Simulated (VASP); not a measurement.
The system is AlFe.

```
Al Fe
1.0
     2.91000    0.00000    0.00000
     0.00000    2.91000    0.00000
     0.00000    0.00000    2.91000
Al Fe
1 1
Direct
  0.00000 0.00000 0.00000
  0.50000 0.50000 0.50000
```

| Quantity | Value |
| --- | --- |
| Program | VASP 6.6.1 |
| Task | relaxation of cell and atoms |
| Functional | PBE |
| Potentials or basis | VASP PAW PBE potentials, release 64 (Al, Fe) |
| Cutoff | 600 eV |
| k mesh | 14 × 14 × 14 |
| Occupations | gaussian, width 0.1 eV |
| Spin | collinear spin, ferromagnetic start |
| Starting moments | [0.0, 0.85] μB |

At the start: pressure -6.0 GPa; volume 12.32 Å³/atom.

Problem. Where does the relaxation end?

Solution. Over 3 steps the energy falls by 8.9 meV/atom and the volume is 11.87 Å³/atom (-3.7 %); space group Pm-3m (No. 221, to 0.1 Å) before and after; moment 0.67 μB per cell.

Step by step:
```csv
step,energy change (eV),largest force (eV/Å),pressure (GPa),volume (Å³)
1,0.0000,0.0000,-6.02,24.64
2,-0.0057,0.0000,5.72,23.03
3,-0.0179,0.0000,0.01,23.73
```

Final structure:
```cif
data_structure
_symmetry_space_group_name_H-M 'P 1'
_symmetry_Int_Tables_number 1
_cell_length_a 2.8738
_cell_length_b 2.8738
_cell_length_c 2.8738
_cell_angle_alpha 90.000
_cell_angle_beta 90.000
_cell_angle_gamma 90.000
_cell_volume 23.73
loop_
_atom_site_label
_atom_site_type_symbol
_atom_site_fract_x
_atom_site_fract_y
_atom_site_fract_z
_atom_site_occupancy
Al1 Al 0.00000 0.00000 0.00000 1
Fe1 Fe 0.50000 0.50000 0.50000 1
```
